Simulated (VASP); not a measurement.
Input of a VASP 6.6.1 run:

Contents of INCAR:

```
SYSTEM = Ti5S
ALGO = Fast
DIPOL = 0.5 0.5 0.392
EDIFF = 1E-6
EDIFFG = -0.025
ENCUT = 520
GGA = PE
IBRION = 2
IDIPOL = 3
ISIF = 2
ISMEAR = 0
LASPH = .TRUE.
LCHARG = .FALSE.
LDIPOL = .TRUE.
LREAL = .FALSE.
LWAVE = .FALSE.
NELM = 80
NSW = 36
PREC = Accurate
SIGMA = 0.1
```

Contents of KPOINTS:

```
k-points
0
G
  9 9 1
  0 0 0
```

The input POSCAR:

```
Ti5S
1.0
    2.9381632086      0.0000000000      0.0000000000
   -1.4690816043      2.5445239791      0.0000000000
    0.0000000000      0.0000000000     24.7117068140
Ti S
5 1
Selective dynamics
Direct
    0.6666666667      0.3333333333      0.1618666015  F F F
    0.3333333333      0.6666666667      0.2559609806  F F F
    0.6666666667      0.3333333333      0.3506708119  F F F
    0.3333333333      0.6666666667      0.4475655916  F F F
    0.6666666667      0.3333333333      0.5346335206  F F F
    0.6666666667      0.8333333333      0.6042361593  F F T
```

Potentials or basis: VASP PAW PBE potentials, release 64 (Ti_sv, S).

The run is started by

```sh
$ cat potpaw_PBE.64/Ti_sv/POTCAR potpaw_PBE.64/S/POTCAR > POTCAR
$ mpirun -np 1 vasp_std > vasp.out
```

**Question.** What does it give for the energy gained by relaxing?

**Answer.** 2.3 meV/atom.

**Question.** Estimate the band gap on the k mesh.

**Answer.** Zero (bands 33 and 34 overlap by 0.94 eV).

The path:
```tsv
step	energy change (eV)	largest force on free atoms (eV/Å)	pressure (GPa)
1	0.0000	0.5598	2.12
2	-0.0113	0.2303	1.89
3	-0.0132	0.0947	1.75
4	-0.0124	0.1582	1.48
5	-0.0136	0.0017	1.64
```
